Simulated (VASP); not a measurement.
# Cd (P6_3/mmc) in VASP: notebook

The runs below take Cd through single point, with LDA.

Everything below comes from runs of VASP 6.6.1. Logs are shortened: lines on timing, memory, paths and dates and some standing lists are left out, and cuts for length are marked.

### Step 1. The cell of the first run

The structure is hexagonal, space group P6_3/mmc (No. 194). The conventional cell has a = 2.959 Å, b = 2.959 Å, c = 5.580 Å, α = 90.00°, β = 90.00°, γ = 120.00°. Within 3.9 Å of Cd (site symmetry -6m2) lie 12 Cd at 2.96 to 3.27 Å.

### Step 2. Single point, LDA

File INCAR:

```
ALGO     = Normal         # electronic algorithm
EDIFF    = 1E-6           # SCF threshold, eV
ENCUT    = 520            # plane-wave cutoff, eV
ISIF     = 2              # what is computed and relaxed
ISMEAR   = -1             # smearing method
LASPH    = T              # aspherical terms in the spheres
LCHARG   = F              # write CHGCAR
LREAL    = F              # projectors in reciprocal space
LWAVE    = F              # write WAVECAR
NBANDS   = 19             # bands
NELM     = 100            # most SCF steps
PREC     = Accurate       # precision mode
SIGMA    = 0.05           # smearing width, eV
```

File KPOINTS:

```
k-points
0
Gamma
  10 10 5
```

File POSCAR:

```
Cd
1.0
    2.9588769815      0.0000000000      0.0000000000
   -1.4794384907      2.5624626327      0.0000000000
    0.0000000000      0.0000000000      5.5799465150
Cd
2
Direct
    0.6666666667      0.3333333333      0.7500000000
    0.3333333333      0.6666666667      0.2500000000
```

Potentials or basis: VASP PAW LDA potentials, release 64 (Cd).

The run is started by

```sh
> cat potpaw_LDA.64/Cd/POTCAR > POTCAR
> mpirun -np 1 vasp_std > vasp.out
```

OUTCAR:

```text
EDIFF = 1E-6
   ENCUT = 520
   ISIF = 2
   ISMEAR = -1
   LASPH = T
   LREAL = F
   NELM = 100
   PREC = Accurate

 ion  position               nearest neighbor table
   1  0.667  0.333  0.750-   2 3.27   2 3.27   2 3.27   2 3.27   2 3.27   2 3.27
   2  0.333  0.667  0.250-   1 3.27   1 3.27   1 3.27   1 3.27   1 3.27   1 3.27

  LATTYP: Found a hexagonal cell.
 ALAT       =     2.9588769815
 C/A-ratio  =     1.8858325472

  Lattice vectors:

 A1 = (   2.9588769815,   0.0000000000,   0.0000000000)
 A2 = (  -1.4794384907,   2.5624626327,   0.0000000000)
 A3 = (   0.0000000000,   0.0000000000,   5.5799465150)

Analysis of symmetry for initial positions (statically):
=====================================================================
 Subroutine PRICEL returns:
 Original cell was already a primitive cell.

 Routine SETGRP: Setting up the symmetry group for a
 hexagonal supercell.

 Subroutine GETGRP returns: Found 24 space group operations
 (whereof 12 operations were pure point group operations)
 out of a pool of 24 trial point group operations.

The static configuration has the point symmetry D_3d.
 The point group associated with its full space group is D_6h.

Analysis of symmetry for dynamics (positions and initial velocities):
=====================================================================
 Subroutine PRICEL returns:
 Original cell was already a primitive cell.

 Routine SETGRP: Setting up the symmetry group for a
 hexagonal supercell.

 Subroutine GETGRP returns: Found 24 space group operations
 (whereof 12 operations were pure point group operations)
 out of a pool of 24 trial point group operations.

The dynamic configuration has the point symmetry D_3d.
 The point group associated with its full space group is D_6h.

 Subroutine INISYM returns: Found 24 space group operations
 (whereof 12 operations are pure point group operations),
 and found     1 'primitive' translations

----------------------------------------------------------------------------------------

                                     Primitive cell

  volume of cell :      42.3072

  direct lattice vectors                    reciprocal lattice vectors
     2.958876982  0.000000000  0.000000000     0.337966062  0.195124797  0.000000000
    -1.479438491  2.562462633  0.000000000     0.000000000  0.390249593  0.000000000
     0.000000000  0.000000000  5.579946515     0.000000000  0.000000000  0.179213187

  length of vectors
     2.958876982  2.958876982  5.579946515     0.390249593  0.390249593  0.179213187

  position of ions in fractional coordinates (direct lattice)
     0.666666667  0.333333333  0.750000000
     0.333333333  0.666666667  0.250000000

  ion indices of the primitive-cell ions
   primitive index   ion index
                 1           1
                 2           2

----------------------------------------------------------------------------------------

 KPOINTS: k-points

Automatic generation of k-mesh.
 Grid dimensions read from file:
 generate k-points for:   10   10    5

 Generating k-lattice:

  Cartesian coordinates                     Fractional coordinates (reciprocal lattice)
     0.033796606  0.019512480  0.000000000     0.100000000  0.000000000  0.000000000
     0.000000000  0.039024959  0.000000000     0.000000000  0.100000000  0.000000000
     0.000000000  0.000000000  0.035842637     0.000000000  0.000000000  0.200000000

  Length of vectors
     0.039024959  0.039024959  0.035842637

  Shift w.r.t. Gamma in fractional coordinates (k-lattice)
     0.000000000  0.000000000  0.000000000

 Subroutine IBZKPT returns following result:
 ===========================================

 Found     42 irreducible k-points:

 Following reciprocal coordinates:
            Coordinates               Weight
  0.000000  0.000000  0.000000      1.000000
  0.100000  0.000000  0.000000      6.000000
  0.200000  0.000000  0.000000      6.000000
  0.300000  0.000000  0.000000      6.000000
  0.400000  0.000000  0.000000      6.000000
  0.500000  0.000000  0.000000      3.000000
[... 16 lines left out ...]
  0.300000  0.100000  0.200000     24.000000
  0.400000  0.100000  0.200000     24.000000
 [... further k-points ...]
   k-points           NKPTS =     42   k-points in BZ     NKDIM =     42   number of bands    NBANDS=     19
   number of dos      NEDOS =    301   number of ions     NIONS =      2
   total plane-waves  NPLWV =  24192
   dimension x,y,z NGX =    24 NGY =   24 NGZ =   42
   dimension x,y,z NGXF=    48 NGYF=   48 NGZF=   84
   ions per type =               2
   NGX,Y,Z   is equivalent  to a cutoff of  13.48, 13.48, 12.51 a.u.
   NGXF,Y,Z  is equivalent  to a cutoff of  26.97, 26.97, 25.03 a.u.
 SYSTEM =  unknown system
   PREC   = accura    normal or accurate (medium, high low for compatibility)
   ISTART =      0    job   : 0-new  1-cont  2-samecut
   ICHARG =      2    charge: 1-file 2-atom 10-const
   ISPIN  =      1    spin polarized calculation?
   LNONCOLLINEAR =      F non collinear calculations
   LSORBIT =      F    spin-orbit coupling
   LASPH  =      T    aspherical Exc in radial PAW
   ENCUT  =  520.0 eV  38.22 Ry    6.18 a.u.   5.50  5.50 10.38*2*pi/ulx,y,z
   NELM   =    100;   NELMIN=  2; NELMDL= -5     # of ELM steps
   EDIFF  = 0.1E-05   stopping-criterion for ELM
   LREAL  =      F    real-space projection
   EDIFFG = 0.1E-04   stopping-criterion for IOM
   NSW    =      0    number of steps for IOM
   IBRION =     -1    ionic relax: 0-MD 1-quasi-New 2-CG
   NFREE  =      0    steps in history (QN), initial steepest desc. (CG)
   ISIF   =      2    stress and relaxation
   ISYM   =      2    0-nonsym 1-usesym 2-fastsym
   POTIM  = 0.5000    time-step for ionic-motion
   TEBEG  =    0.0;   TEEND  =   0.0 temperature during run
   PSTRESS=    0.0 pullay stress
   NELECT =      24.0000    total number of electrons
   NUPDOWN=      -1.0000    fix difference up-down
   EMIN   =  10.00;   EMAX   =-10.00  energy-range for DOS
   EFERMI =   0.00;   METHOD = LEGACY
   ISMEAR =    -1;   SIGMA  =   0.05  broadening in eV -4-tet -1-fermi 0-gaus
   EFERMI_NEDOS =   21; number of points for ismear=-14 and -15
   IALGO  =     38    algorithm
   IMIX   =      4    mixing-type and parameters
     AMIX     =   0.40;   BMIX     =  1.00
     AMIX_MAG =   1.60;   BMIX_MAG =  1.00
  volume/ion in A,a.u.               =      21.15       142.75
  Fermi-wavevector in a.u.,A,eV,Ry     =   1.355212  2.560978 24.988436  1.836598
  Thomas-Fermi vector in A             =   2.482318
   LORBIT       =      0    0 simple, 1 ext, 2 COOP (PROOUT), +10 PAW based schemes
   GGA     = CA    functional components
   LHFCALC =     F    Hartree Fock is set to
   AEXX    =    0.0000 exact exchange contribution
   IVDW    =     0    specifies the selected vdW correction
   LEPSILON=     F    determine dielectric tensor
   LRPA    =     F    only Hartree local field effects (RPA)
 non-spin polarized calculation
  energy-cutoff  :      520.00
  volume of cell :       42.31
 maximum number of plane-waves:      1178
 NGX is ok and might be reduce to    24
   NGX = 11   NGY = 11   NGZ = 21

 number of electron      24.0000004 magnetization

 Free energy of the ion-electron system (eV)
  ---------------------------------------------------
  ext. energy  EPLUGINS =         0.00000000
  ---------------------------------------------------
  free energy    TOTEN  =        -3.03810434 eV

  energy without entropy =       -3.03592321  energy(sigma->0) =       -3.03701377

 E-fermi :   2.7306     XC(G=0): -11.4777

 val. band max:        2.5379275318   @ k =   0.3000   0.2000   0.2000
 cond. band min:       2.7487993552   @ k =   0.3000   0.0000   0.0000
 fundamental gap:      0.2108718235
 Fermi energy:         2.7305697616

 k-point     1 :       0.0000    0.0000    0.0000
  band No.  band energies     occupation
      1      -7.0661      2.00000
      2      -6.7884      2.00000
      3      -6.3804      2.00000
      4      -6.3804      2.00000
      5      -6.3262      2.00000
      6      -6.3262      2.00000
[... 11 lines left out ...]
     18      18.0180      0.00000
     19      18.7893      0.00000

 k-point     2 :       0.1000    0.0000    0.0000
  band No.  band energies     occupation
      1      -6.9616      2.00000
      2      -6.6875      2.00000
      3      -6.4199      2.00000
      4      -6.3608      2.00000
      5      -6.2841      2.00000
      6      -6.2333      2.00000
[... 11 lines left out ...]
     18      17.9232      0.00000
     19      19.1745      0.00000

 k-point     3 :       0.2000    0.0000    0.0000
  band No.  band energies     occupation
      1      -6.8566      2.00000
      2      -6.6033      2.00000
      3      -6.4792      2.00000
      4      -6.2650      2.00000
      5      -6.1757      2.00000
      6      -6.0234      2.00000
[... 11 lines left out ...]
     18      16.2099      0.00000
     19      16.6012      0.00000

 k-point     4 :       0.3000    0.0000    0.0000
  band No.  band energies     occupation
      1      -6.9941      2.00000
      2      -6.7793      2.00000
      3      -6.5067      2.00000
      4      -6.2562      2.00000
      5      -6.1230      2.00000
      6      -6.0300      2.00000
[... 11 lines left out ...]
     18      16.1720      0.00000
     19      16.7008      0.00000

 k-point     5 :       0.4000    0.0000    0.0000
  band No.  band energies     occupation
      1      -7.1432      2.00000
      2      -6.9354      2.00000
      3      -6.7422      2.00000
      4      -6.2645      2.00000
      5      -6.0981      2.00000
      6      -6.0857      2.00000
[... 11 lines left out ...]
     18      15.9337      0.00000
     19      16.2278      0.00000
[... 334 lines left out ...]
      2      -6.6004      2.00000
      3      -6.4704      2.00000
      4      -6.4324      2.00000
      5      -6.1775      2.00000
      6      -6.0916      2.00000
[... 11 lines left out ...]
     18      16.0251      0.00000
     19      18.8489      0.00000

 k-point    22 :       0.2000    0.1000    0.2000
  band No.  band energies     occupation
      1      -6.7843      2.00000
      2      -6.6108      2.00000
      3      -6.4870      2.00000
      4      -6.3648      2.00000
      5      -6.2623      2.00000
      6      -6.1005      2.00000
[... 11 lines left out ...]
     18      14.6203      0.00000
     19      16.6512      0.00000

 k-point    23 :       0.3000    0.1000    0.2000
  band No.  band energies     occupation
      1      -6.9480      2.00000
      2      -6.7952      2.00000
      3      -6.6384      2.00000
      4      -6.3942      2.00000
      5      -6.1298      2.00000
      6      -6.0096      2.00000
[... 11 lines left out ...]
     18      13.5759      0.00000
     19      15.5975      0.00000

 k-point    24 :       0.4000    0.1000    0.2000
  band No.  band energies     occupation
      1      -7.0539      2.00000
      2      -6.9144      2.00000
      3      -6.7608      2.00000
      4      -6.4460      2.00000
      5      -6.1428      2.00000
      6      -5.9050      2.00000
[... 11 lines left out ...]
     18      12.9937      0.00000
     19      16.3511      0.00000

 [... further k-points ...]
[... 5 lines left out ...]
  --------------------------------------------------------------------------------------
  -------------------------------------------------------------------------------------
  Total       -0.7544407     -0.7544407     -0.7879649     -0.0000000      0.0000000     -0.0000000
  in kB      -28.5707206    -28.5707206    -29.8402846     -0.0000000      0.0000000     -0.0000000
  external PRESSURE =     -28.9939086 kB  Pullay stress =       0.0000000 kB

 VOLUME and BASIS-vectors are now :
 -----------------------------------------------------------------------------
  energy-cutoff  :      520.00
  volume of cell :       42.31
      direct lattice vectors                 reciprocal lattice vectors
     2.958876982  0.000000000  0.000000000     0.337966062  0.195124797  0.000000000
    -1.479438491  2.562462633  0.000000000     0.000000000  0.390249593  0.000000000
     0.000000000  0.000000000  5.579946515     0.000000000  0.000000000  0.179213187

 POSITION                                       TOTAL-FORCE (eV/Angst)
 -----------------------------------------------------------------------------------
      1.47944      0.85415      4.18496         0.000000     -0.000000      0.000000
     -0.00000      1.70831      1.39499        -0.000000      0.000000      0.000000
 -----------------------------------------------------------------------------------
    total drift:                                0.000000     -0.000000      0.000000

  FREE ENERGIE OF THE ION-ELECTRON SYSTEM (eV)
  ---------------------------------------------------
  free  energy   TOTEN  =        -3.0381043447 eV

  energy  without entropy=       -3.0359232053  energy(sigma->0) =       -3.03701377
```

Run time: 11 s. Hardware: 1 thread of Intel Xeon Platinum 8559C (Emerald Rapids), shared host; peak memory 0.15 GiB.

What came out:

- Free energy: -3.0381 eV
- Pressure: -2.9 GPa
- Band gap on the k mesh: zero (band 12 reaches 3.90 eV, above the bottom of band 13 at -0.18 eV)

### Step 3. Single point, LDA

This run uses another cell than the first one, of 21.59 Å³/atom, 1.020 times its volume.

File INCAR:

```
PREC = Accurate
ENCUT = 520
EDIFF = 1E-7
ISMEAR = -1
SIGMA = 0.05
LREAL = F
LASPH = T
NELM = 100
ALGO = Normal
ISIF = 2
LWAVE = F
LCHARG = F
GGA = CA
NBANDS = 19
```

File KPOINTS:

```
Automatic mesh
0
Gamma
  10 10 5
```

File POSCAR:

```
Cd
1.0
    2.9788700000      0.0000000000      0.0000000000
   -1.4894350000      2.5797770946      0.0000000000
    0.0000000000      0.0000000000      5.6176500000
Cd
2
Direct
    0.6666666667      0.3333333333      0.7500000000
    0.3333333333      0.6666666667      0.2500000000
```

Potentials or basis: VASP PAW LDA potentials, release 64 (Cd).

The run is started by

```sh
> cat potpaw_LDA.64/Cd/POTCAR > POTCAR
> mpirun -np 1 vasp_std > vasp.out
```

OUTCAR:

```text
PREC = Accurate
   ENCUT = 520
   EDIFF = 1E-7
   ISMEAR = -1
   LREAL = F
   LASPH = T
   NELM = 100
   ISIF = 2
   GGA = CA

 ion  position               nearest neighbor table
   1  0.667  0.333  0.750-   2 3.29   2 3.29   2 3.29   2 3.29   2 3.29   2 3.29
   2  0.333  0.667  0.250-   1 3.29   1 3.29   1 3.29   1 3.29   1 3.29   1 3.29

  LATTYP: Found a hexagonal cell.
 ALAT       =     2.9788700000
 C/A-ratio  =     1.8858325472

  Lattice vectors:

 A1 = (   2.9788700000,   0.0000000000,   0.0000000000)
 A2 = (  -1.4894350000,   2.5797770946,   0.0000000000)
 A3 = (   0.0000000000,   0.0000000000,   5.6176500000)

Analysis of symmetry for initial positions (statically):
=====================================================================
 Subroutine PRICEL returns:
 Original cell was already a primitive cell.

 Routine SETGRP: Setting up the symmetry group for a
 hexagonal supercell.

 Subroutine GETGRP returns: Found 24 space group operations
 (whereof 12 operations were pure point group operations)
 out of a pool of 24 trial point group operations.

The static configuration has the point symmetry D_3d.
 The point group associated with its full space group is D_6h.

Analysis of symmetry for dynamics (positions and initial velocities):
=====================================================================
 Subroutine PRICEL returns:
 Original cell was already a primitive cell.

 Routine SETGRP: Setting up the symmetry group for a
 hexagonal supercell.

 Subroutine GETGRP returns: Found 24 space group operations
 (whereof 12 operations were pure point group operations)
 out of a pool of 24 trial point group operations.

The dynamic configuration has the point symmetry D_3d.
 The point group associated with its full space group is D_6h.

[... 105 lines left out ...]
   ISYM   =      2    0-nonsym 1-usesym 2-fastsym
   POTIM  = 0.5000    time-step for ionic-motion
   TEBEG  =    0.0;   TEEND  =   0.0 temperature during run
   PSTRESS=    0.0 pullay stress
   NELECT =      24.0000    total number of electrons
   NUPDOWN=      -1.0000    fix difference up-down
   EMIN   =  10.00;   EMAX   =-10.00  energy-range for DOS
   EFERMI =   0.00;   METHOD = LEGACY
   ISMEAR =    -1;   SIGMA  =   0.05  broadening in eV -4-tet -1-fermi 0-gaus
   EFERMI_NEDOS =   21; number of points for ismear=-14 and -15
   IALGO  =     38    algorithm
   IMIX   =      4    mixing-type and parameters
     AMIX     =   0.40;   BMIX     =  1.00
     AMIX_MAG =   1.60;   BMIX_MAG =  1.00
  volume/ion in A,a.u.               =      21.59       145.66
  Fermi-wavevector in a.u.,A,eV,Ry     =   1.346116  2.543790 24.654136  1.812028
  Thomas-Fermi vector in A             =   2.473974
   LORBIT       =      0    0 simple, 1 ext, 2 COOP (PROOUT), +10 PAW based schemes
   GGA     = CA    functional components
   LHFCALC =     F    Hartree Fock is set to
   AEXX    =    0.0000 exact exchange contribution
   IVDW    =     0    specifies the selected vdW correction
   LEPSILON=     F    determine dielectric tensor
   LRPA    =     F    only Hartree local field effects (RPA)
 non-spin polarized calculation
  energy-cutoff  :      520.00
  volume of cell :       43.17
 maximum number of plane-waves:      1185
 NGX is ok and might be reduce to    24
   NGX = 11   NGY = 11   NGZ = 21

 number of electron      23.9999993 magnetization

 Free energy of the ion-electron system (eV)
  ---------------------------------------------------
  ext. energy  EPLUGINS =         0.00000000
  ---------------------------------------------------
  free energy    TOTEN  =        -3.01955848 eV

  energy without entropy =       -3.01747497  energy(sigma->0) =       -3.01851673

 E-fermi :   2.5920     XC(G=0): -11.3703

 val. band max:        2.3849794051   @ k =   0.3000   0.2000   0.2000
 cond. band min:       2.6243657035   @ k =   0.3000   0.0000   0.0000
 fundamental gap:      0.2393862984
 Fermi energy:         2.5920420275

 k-point     1 :       0.0000    0.0000    0.0000
  band No.  band energies     occupation
      1      -7.1257      2.00000
      2      -6.8574      2.00000
      3      -6.4762      2.00000
      4      -6.4762      2.00000
      5      -6.4245      2.00000
      6      -6.4245      2.00000
[... 505 lines left out ...]
      6      -6.0176      2.00000
[... 11 lines left out ...]
     18      12.7030      0.00000
     19      16.0416      0.00000

 [... further k-points ...]
[... 5 lines left out ...]
  --------------------------------------------------------------------------------------
  -------------------------------------------------------------------------------------
  Total       -1.1029854     -1.1029854     -1.0034387      0.0000000      0.0000000      0.0000000
  in kB      -40.9347304    -40.9347304    -37.2402878      0.0000000      0.0000000      0.0000000
  external PRESSURE =     -39.7032495 kB  Pullay stress =       0.0000000 kB

 VOLUME and BASIS-vectors are now :
 -----------------------------------------------------------------------------
  energy-cutoff  :      520.00
  volume of cell :       43.17
      direct lattice vectors                 reciprocal lattice vectors
     2.978870000  0.000000000  0.000000000     0.335697765  0.193815195  0.000000000
    -1.489435000  2.579777095  0.000000000     0.000000000  0.387630389  0.000000000
     0.000000000  0.000000000  5.617650000     0.000000000  0.000000000  0.178010378

 POSITION                                       TOTAL-FORCE (eV/Angst)
 -----------------------------------------------------------------------------------
      1.48944      0.85993      4.21324         0.000000      0.000000      0.000000
     -0.00000      1.71985      1.40441        -0.000000     -0.000000     -0.000000
 -----------------------------------------------------------------------------------
    total drift:                               -0.000000      0.000000      0.000000

  FREE ENERGIE OF THE ION-ELECTRON SYSTEM (eV)
  ---------------------------------------------------
  free  energy   TOTEN  =        -3.0195584822 eV

  energy  without entropy=       -3.0174749683  energy(sigma->0) =       -3.01851673
```

Run time: 11 s. Hardware: 1 thread of Intel Xeon Platinum 8559C (Emerald Rapids), shared host; peak memory 0.15 GiB.

Results:

- Free energy: -3.0196 eV
- Pressure: -4.0 GPa
- Band gap on the k mesh: zero (band 12 reaches 3.73 eV, above the bottom of band 13 at -0.31 eV)

(Part 1 of 2 ends here.)
